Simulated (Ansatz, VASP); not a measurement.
## Cd4H: VASP beside Ansatz

File INCAR:

```
  PREC = Accurate
  ENCUT = 600
  EDIFF = 1E-7
  ISMEAR = 0
  SIGMA = 0.1
  LREAL = F
  LASPH = T
  NELM = 100
  ALGO = Normal
  ISIF = 3
  LWAVE = F
  LCHARG = F
  GGA = PE
  IBRION = 2
  NSW = 90
  EDIFFG = -0.04
```

The input KPOINTS:

```
regular mesh
0
Gamma
  4 4 4
```

POSCAR

```
Cd4H
1.0
   -3.0942241100      3.0942241100      3.0942241100
    3.0942241100     -3.0942241100      3.0942241100
    3.0942241100      3.0942241100     -3.0942241100
Cd H
4 1
Direct
    0.0000000000      0.6305807800      0.0000000000
    0.3694192200      0.3694192200      0.3694192200
    0.0000000000      0.0000000000      0.6305807800
    0.6305807800      0.0000000000      0.0000000000
    0.0000000000      0.0000000000      0.0000000000
```

Input for Ansatz:

```yaml
crystal:
  lattice:
    - [-3.09422411, 3.09422411, 3.09422411]
    - [3.09422411, -3.09422411, 3.09422411]
    - [3.09422411, 3.09422411, -3.09422411]
  atoms:
    - { symbol: Cd, position: [0.0, 0.63058078, 0.0] }
    - { symbol: Cd, position: [0.36941922, 0.36941922, 0.36941922] }
    - { symbol: Cd, position: [0.0, 0.0, 0.63058078] }
    - { symbol: Cd, position: [0.63058078, 0.0, 0.0] }
    - { symbol: H, position: [0.0, 0.0, 0.0] }
basis:
  ecutwfc: 420
kpoints:
  mp_grid: { grid: [4, 4, 4] }
hamiltonian:
  xc: pbe
scf:
  occupations: { method: gaussian, width: 0.1 }
  lower_state_search: "off"
output:
  forces: true
  stress: true
  eigenvalues: true
relax:
  adjacent_minimum: "off"
  f_tol: 0.04
  max_steps: 70
  cell: { stress_tol: 0.4 }
```

Change from the starting cell: species swapped into the GeF4 type (I-43m, No. 217).

Alike in both runs: task relaxation of cell and atoms; functional PBE; k mesh 4 × 4 × 4; occupations gaussian, width 0.1 eV; no spin polarisation.

|  | VASP | Ansatz |
| --- | --- | --- |
| version | VASP 6.6.1 | Ansatz 0.2.0 |
| potentials or method | VASP PAW PBE potentials, release 64 (Cd, H), cutoff 600 eV | scalar-relativistic, plane waves, PAW |
| valence electrons in the cell | 49 | 81 |

```tsv
	VASP	Ansatz	Ansatz less VASP
gap on the k mesh at the Fermi level, each at its own relaxed structure (eV)	none	none	-
relaxed volume (Å³/atom)	21.91	21.92	+0.018
relaxed length of the cell vector where the two differ most in proportion (Å)	5.221	5.222	+0.0014
```

A gap of «none» marks a metal or a gap that the smearing closes. VASP's potentials hold 49 valence electrons a cell and Ansatz's 81, so a difference there can come from the potentials and not from the codes.
